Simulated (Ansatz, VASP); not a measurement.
## One calculation of SrAl3, two programs

```xyz
4
Lattice="4.5326 0.0000 0.0000 0.0000 4.5326 0.0000 0.0000 0.0000 4.5326" Properties=species:S:1:pos:R:3 pbc="T T T"
Sr    0.0000    0.0000    0.0000
Al    0.0000    2.2663    2.2663
Al    2.2663    2.2663    0.0000
Al    2.2663    0.0000    2.2663
```

Alike in both runs: task single point; functional PBE; k mesh 8 × 8 × 8; occupations gaussian, width 0.05 eV; no spin polarisation.

```csv
,VASP,Ansatz
version,VASP 6.6.1,Ansatz 0.2.0
potentials or method,"VASP PAW PBE potentials, release 64 (Sr_sv, Al), cutoff 520 eV","scalar-relativistic, plane waves, PAW"
valence electrons in the cell,19,19
```

```csv
,VASP,Ansatz,Ansatz less VASP
gap on the k mesh at the Fermi level (eV),none,none,-
pressure (GPa),-1.7,-1.7,-0.04
```

A gap of «none» marks a metal or a gap that the smearing closes.
